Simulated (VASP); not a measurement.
PtSe: single point with PBE

Crystal: PtSe.

```
Pt Se
1.0
     3.67702    0.00000    0.00000
    -1.83851    3.18440    0.00000
     0.00000    0.00000    3.58859
Pt Se
1 1
Direct
  0.00000 0.00000 0.00000
  0.66667 0.33333 0.50000
```

- Program: VASP 6.6.1
- Task: single point
- Functional: PBE
- Potentials or basis: VASP PAW PBE potentials, release 64 (Pt, Se)
- Cutoff: 520 eV
- k mesh: 8 × 8 × 7
- Occupations: fermi-dirac, width 0.05 eV
- Spin: no spin polarisation
- Dipole correction: no
- Further INCAR settings: ALGO = Normal; EDIFF = 1e-06; NBANDS = 15

```
Pressure               : -10.2 GPa
Band gap on the k mesh : zero (band 8 reaches 6.70 eV, above the bottom of band 9 at 5.81 eV)
```

Stress tensor (GPa, compression positive):
```
 -8.67   0.00   0.00
  0.00  -8.67   0.00
  0.00   0.00 -13.27
```

Levels at points of the mesh, in eV from the Fermi level:
```csv
k point,band 4,band 5,band 6,band 7,band 8,band 9,band 10,band 11,band 12,band 13
"(0.00, 0.00, 0.00)",-3.50,-2.07,-2.06,-2.06,-0.02,0.64,0.64,7.37,7.77,7.77
"(0.50, 0.00, 0.00)",-3.22,-2.67,-2.24,-1.29,-1.15,1.26,2.72,6.03,8.59,9.18
```

Run time: 27 s on 1 thread of Intel(R) Xeon(R) Platinum 8259CL CPU @ 2.50GHz (Skylake/Cascade Lake) (shared host), peak memory 0.17 GiB.

Caveat: spin-orbit coupling is left out, which moves the levels of the heavy elements.
